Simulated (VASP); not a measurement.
Here is a VASP 6.6.1 calculation.

File INCAR:

```
PREC     = Accurate       # precision mode
ENCUT    = 520            # plane-wave cutoff, eV
EDIFF    = 1E-6           # SCF threshold, eV
ISMEAR   = -1             # smearing method
SIGMA    = 0.02           # smearing width, eV
LREAL    = Auto         
LASPH    = T              # aspherical terms in the spheres
NELM     = 100            # most SCF steps
ALGO     = Normal         # electronic algorithm
ISIF     = 2              # what is computed and relaxed
LWAVE    = F              # write WAVECAR
LCHARG   = F              # write CHGCAR
GGA      = PE             # functional
IBRION   = 2              # ionic algorithm
NSW      = 45             # ionic steps
EDIFFG   = -0.08          # ionic threshold
```

The input KPOINTS:

```
regular mesh
0
Gamma
  2 2 2
```

The input POSCAR:

```
Si
1.0
    0.0000000000      5.4300000000      5.4300000000
    5.4300000000      0.0000000000      5.4300000000
    5.4300000000      5.4300000000      0.0000000000
Si
17
Direct
    0.0000000000      0.0000000000      0.0000000000
    0.1250000000      0.1250000000      0.1250000000
    0.0000000000      0.0000000000      0.5000000000
    0.1250000000      0.1250000000      0.6250000000
    0.0000000000      0.5000000000      0.0000000000
    0.1250000000      0.6250000000      0.1250000000
    0.0000000000      0.5000000000      0.5000000000
    0.1250000000      0.6250000000      0.6250000000
    0.5000000000      0.0000000000      0.0000000000
    0.6250000000      0.1250000000      0.1250000000
    0.5000000000      0.0000000000      0.5000000000
    0.6250000000      0.1250000000      0.6250000000
    0.5000000000      0.5000000000      0.0000000000
    0.6250000000      0.6250000000      0.1250000000
    0.5000000000      0.5000000000      0.5000000000
    0.6250000000      0.6250000000      0.6250000000
    0.0718857000      0.7981819000      0.3144013000
```

Potentials or basis: VASP PAW PBE potentials, release 64 (Si).

Launch:

```bash
$ cat potpaw_PBE.64/Si/POTCAR > POTCAR
$ mpirun -np 1 vasp_std > vasp.out
```

(1) Estimate the energy gained by relaxing.

(2) Estimate the band gap on the k mesh.

Answers

(1) 59.4 meV/atom.

(2) 0.01 eV.

Caveat: the k points lie up to 0.50 Å⁻¹ apart; the smearing spreads over this small gap.
